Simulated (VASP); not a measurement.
Set up this calculation in VASP 6.6.1, as the native input.

| Property | Result |
| --- | --- |
| Task | single point |
| Functional | PBEsol |
| Potentials or basis | VASP PAW PBE potentials, release 64 (Au) |
| Cutoff | 520 eV |
| k mesh | 18 × 18 × 10 |
| Occupations | gaussian, width 0.1 eV |
| Spin | no spin polarisation |
| Dipole correction | no |
| Further INCAR settings | ALGO = Fast; EDIFF = 1e-06; NBANDS = 18 |

The structure of Au lies in POSCAR:

```
Au
1.0
    2.9298836196      0.0000000000      0.0000000000
   -1.4649418098      2.5373536447      0.0000000000
    0.0000000000      0.0000000000      5.0394918884
Au
2
Direct
    0.3333333333      0.6666666667      0.7500000000
    0.6666666667      0.3333333333      0.2500000000
```

This isn't the form of Au at room conditions, which is fcc.

The input as run:

INCAR

```
SYSTEM = Au
ALGO = Fast
EDIFF = 1E-6
ENCUT = 520
GGA = PS
ISIF = 2
ISMEAR = 0
LASPH = .TRUE.
LCHARG = .FALSE.
LREAL = .FALSE.
LWAVE = .FALSE.
NBANDS = 18
NELM = 60
PREC = Accurate
SIGMA = 0.1
```

KPOINTS

```
k-points
0
G
  18 18 10
  0 0 0
```

Potentials or basis: VASP PAW PBE potentials, release 64 (Au).

Launch:

```bash
$ cat potpaw_PBE.64/Au/POTCAR > POTCAR
$ mpirun -np 1 vasp_std > vasp.out
```

Results of the run:

```yaml
Pressure: -12.3 GPa
Band_gap_on_the_k_mesh: zero (bands 11 and 12 overlap by 6.30 eV)
```

Caveat: the cell stands under tension; the PAW data sets were made with another functional, which shifts forces and pressure a little; spin-orbit coupling is left out, which moves the levels of the heavy elements.

Wall time 75 s on 1 thread of Intel(R) Xeon(R) Platinum 8488C (Sapphire Rapids) (shared host), peak memory 0.25 GiB.
